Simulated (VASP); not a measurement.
# CoSi2 (Fm-3m) in VASP: a series of runs, part 2 of 2

VASP 6.6.1.

## 3. Single point, PBE+D3(BJ), collinear spin, ferromagnetic start

This run uses another cell than the first one, of 12.44 Å³/atom.

The input, INCAR:

```
PREC = Accurate
ENCUT = 520
EDIFF = 1E-6
ISMEAR = -1
SIGMA = 0.1
LREAL = False
LASPH = True
NELM = 150
ALGO = Normal
ISIF = 2
LWAVE = False
LCHARG = False
ISPIN = 2
MAGMOM = 2.5 0 0
LORBIT = 11
LMAXMIX = 4
GGA = PE
IVDW = 12
NBANDS = 20
```

The input, KPOINTS:

```
regular mesh
0
Gamma
  11 11 11
```

The input, POSCAR:

```
CoSi2
1.0
    0.0000000000      2.6522185082      2.6522185082
    2.6522185082      0.0000000000      2.6522185082
    2.6522185082      2.6522185082      0.0000000000
Co Si
1 2
Direct
    0.0000000000      0.0000000000      0.0000000000
    0.2500000000      0.2500000000      0.2500000000
    0.7500000000      0.7500000000      0.7500000000
```

Potentials or basis: VASP PAW PBE potentials, release 64 (Co, Si).

Launch:

```
$ cat potpaw_PBE.64/Co/POTCAR potpaw_PBE.64/Si/POTCAR > POTCAR
$ mpirun -np 1 vasp_std > vasp.out
```

OUTCAR:

```text
PREC = Accurate
   ENCUT = 520
   EDIFF = 1E-6
   ISMEAR = -1
   LREAL = False
   LASPH = True
   NELM = 150
   ISIF = 2
   ISPIN = 2
   LORBIT = 11
   GGA = PE
   IVDW = 12
 IVDW          = 12

 ion  position               nearest neighbor table
   1  0.000  0.000  0.000-   3 2.30   3 2.30   3 2.30   2 2.30   3 2.30   2 2.30   2 2.30   2 2.30

   2  0.250  0.250  0.250-   1 2.30   1 2.30   1 2.30   1 2.30   3 2.65   3 2.65   3 2.65   3 2.65
                             3 2.65   3 2.65
   3  0.750  0.750  0.750-   1 2.30   1 2.30   1 2.30   1 2.30   2 2.65   2 2.65   2 2.65   2 2.65
                             2 2.65   2 2.65

  LATTYP: Found a face centered cubic cell.
 ALAT       =     5.3044370164

  Lattice vectors:

 A1 = (   0.0000000000,   2.6522185082,   2.6522185082)
 A2 = (   2.6522185082,   0.0000000000,   2.6522185082)
 A3 = (   2.6522185082,   2.6522185082,   0.0000000000)

Analysis of symmetry for initial positions (statically):
=====================================================================
 Subroutine PRICEL returns:
 Original cell was already a primitive cell.

 Routine SETGRP: Setting up the symmetry group for a
 face centered cubic supercell.

 Subroutine GETGRP returns: Found 48 space group operations
 (whereof 48 operations were pure point group operations)
 out of a pool of 48 trial point group operations.

The static configuration has the point symmetry O_h .

Analysis of symmetry for dynamics (positions and initial velocities):
=====================================================================
 Subroutine PRICEL returns:
 Original cell was already a primitive cell.

 Routine SETGRP: Setting up the symmetry group for a
 face centered cubic supercell.

 Subroutine GETGRP returns: Found 48 space group operations
 (whereof 48 operations were pure point group operations)
 out of a pool of 48 trial point group operations.

The dynamic configuration has the point symmetry O_h .

Analysis of structural, dynamic, and magnetic symmetry:
=====================================================================
[... 160 lines left out ...]

 E-fermi :  10.4927     XC(G=0): -11.8809

 val. band max:       10.4631245393   @ k =   0.1818   0.0000   0.0000
 cond. band min:      10.5075849396   @ k =   0.3636   0.1818   0.0000
 fundamental gap:      0.0444604002
 Fermi energy:        10.4927231667

 spin component 1

 k-point     1 :       0.0000    0.0000    0.0000
  band No.  band energies     occupation
      1      -2.8625      1.00000
      2       6.2787      1.00000
      3       6.2787      1.00000
      4       6.2787      1.00000
      5       8.4824      1.00000
      6       8.4824      1.00000
[... 541 lines left out ...]
     19      24.9315      0.00000
     20      26.8035      0.00000

 [... further k-points ...]

 spin component 2

 k-point     1 :       0.0000    0.0000    0.0000
  band No.  band energies     occupation
      1      -2.8625      1.00000
      2       6.2787      1.00000
      3       6.2787      1.00000
      4       6.2787      1.00000
      5       8.4824      1.00000
      6       8.4824      1.00000
[... 541 lines left out ...]
     19      24.9316      0.00000
     20      26.8036      0.00000

 [... further k-points ...]

------------------------ aborting loop because EDIFF is reached ----------------------------------------

 Edisp (eV)   -1.36669

 E8    (eV) :    -0.5754

  FORCE on cell =-STRESS in cart. coord.  units (eV):
  Direction    XX          YY          ZZ          XY          YZ          ZX
  --------------------------------------------------------------------------------------
  -------------------------------------------------------------------------------------
  Total      -0.04267    -0.04267    -0.04267    -0.00000    -0.00000    -0.00000
  in kB      -1.83240    -1.83240    -1.83240    -0.00000    -0.00000    -0.00000
  external pressure =       -1.83 kB  Pullay stress =        0.00 kB

 VOLUME and BASIS-vectors are now :
 -----------------------------------------------------------------------------
  energy-cutoff  :      520.00
  volume of cell :       37.31
      direct lattice vectors                 reciprocal lattice vectors
     0.000000000  2.652218508  2.652218508    -0.188521420  0.188521420  0.188521420
     2.652218508  0.000000000  2.652218508     0.188521420 -0.188521420  0.188521420
     2.652218508  2.652218508  0.000000000     0.188521420  0.188521420 -0.188521420

 POSITION                                       TOTAL-FORCE (eV/Angst)
 -----------------------------------------------------------------------------------
      0.00000      0.00000      0.00000         0.000000      0.000000     -0.000000
      1.32611      1.32611      1.32611        -0.000000     -0.000000     -0.000000
      3.97833      3.97833      3.97833         0.000000      0.000000      0.000000
 -----------------------------------------------------------------------------------
    total drift:                               -0.000000     -0.000000      0.000000

  FREE ENERGIE OF THE ION-ELECTRON SYSTEM (eV)
  ---------------------------------------------------
  free  energy   TOTEN  =       -20.6588036864 eV

  energy  without entropy=      -20.6257650570  energy(sigma->0) =      -20.64228437

 total charge

# of ion       s       p       d       tot
------------------------------------------
    1        0.556   0.755   7.625   8.936
    2        0.716   0.893   0.000   1.609
    3        0.716   0.893   0.000   1.609
--------------------------------------------------
tot          1.989   2.541   7.625  12.155

 magnetization (x)

# of ion       s       p       d       tot
------------------------------------------
    1       -0.000   0.000   0.000   0.000
    2        0.000  -0.000   0.000   0.000
    3        0.000  -0.000   0.000   0.000
--------------------------------------------------
tot          0.000  -0.000   0.000   0.000
```

OSZICAR:

```text
N       E                     dE             d eps       ncg     rms          rms(c)
DAV:   1     0.703286703091E+02    0.70329E+02   -0.66429E+03  4496   0.815E+02
DAV:   2    -0.154041990342E+02   -0.85733E+02   -0.75282E+02  4764   0.190E+02
DAV:   3    -0.200740631184E+02   -0.46699E+01   -0.45124E+01  5416   0.467E+01
DAV:   4    -0.201516302176E+02   -0.77567E-01   -0.77384E-01  5168   0.541E+00
DAV:   5    -0.201538507650E+02   -0.22205E-02   -0.22203E-02  5632   0.973E-01    0.176E+01
DAV:   6    -0.248945498153E+02   -0.47407E+01   -0.17647E+01  5056   0.863E+01    0.189E+01
DAV:   7    -0.193197418743E+02    0.55748E+01   -0.91614E+00  5436   0.679E+01    0.356E+00
DAV:   8    -0.193217359823E+02   -0.19941E-02   -0.53340E-01  5368   0.427E+00    0.210E+00
DAV:   9    -0.192920802576E+02    0.29656E-01   -0.52253E-02  5644   0.346E+00    0.936E-01
DAV:  10    -0.192920479431E+02    0.32314E-04   -0.32425E-03  5816   0.486E-01    0.327E-01
DAV:  11    -0.192919793669E+02    0.68576E-04   -0.83772E-04  5604   0.385E-01    0.128E-01
DAV:  12    -0.192921052323E+02   -0.12587E-03   -0.24783E-04  5088   0.151E-01    0.459E-02
DAV:  13    -0.192921105246E+02   -0.52923E-05   -0.32922E-05  5152   0.489E-02    0.145E-02
DAV:  14    -0.192921105043E+02    0.20370E-07   -0.15625E-06  4996   0.857E-03
   1 F= -.20658804E+02 E0= -.20642284E+02  d E =-.330386E-01  mag=    -0.0003
```

stdout:

```text
POSCAR found type information on POSCAR CoSi
 POSCAR found :  2 types and       3 ions
 scaLAPACK will be used
 LDA part: xc-table for (Slater+PW92), standard interpolation
 POSCAR, INCAR and KPOINTS ok, starting setup
 FFT: planning ... GRIDC
 FFT: planning ... GRID_SOFT
 FFT: planning ... GRID
 WAVECAR not read
 entering main loop
```

Wall time 2.3 min (1 thread of Intel Xeon 8259CL, shared host); peak memory 0.22 GiB.

What came out:

| Property | Result |
| --- | --- |
| Free energy | -20.6588 eV |
| Pressure | -0.2 GPa |
| Net moment | 0.00 μB per cell |
| Valence electrons inside the program's atomic spheres | Co 8.94; Si 1.61 |
| Dispersion energy per atom | -0.456 eV |

Caveat: the moments typed at the start vanished in this run.
